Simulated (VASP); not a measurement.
Here is a VASP 6.6.1 calculation.

Contents of INCAR:

```
PREC = Accurate ; ENCUT = 520
EDIFF = 1E-6 ; ISMEAR = 0
SIGMA = 0.1 ; LREAL = False
LASPH = True ; NELM = 80
ALGO = Normal ; ISIF = 2
LWAVE = False ; LCHARG = False
GGA = PS ; NBANDS = 12
```

Contents of KPOINTS:

```
Automatic mesh
0
Gamma
  20 20 20
```

The input POSCAR:

```
Ga
1.0
   -1.3597685618      1.3597685618      2.1808957097
    1.3597685618     -1.3597685618      2.1808957097
    1.3597685618      1.3597685618     -2.1808957097
Ga
1
Direct
    0.0000000000      0.0000000000      0.0000000000
```

Potentials or basis: VASP PAW PBE potentials, release 64 (Ga_d).

Command:

```bash
$ cat potpaw_PBE.64/Ga_d/POTCAR > POTCAR
$ mpirun -np 1 vasp_std > vasp.out
```

(1) What does it give for the pressure?

Answers

(1) 7.2 GPa.

Caveat: the PAW data sets were made with another functional, which shifts forces and pressure a little.
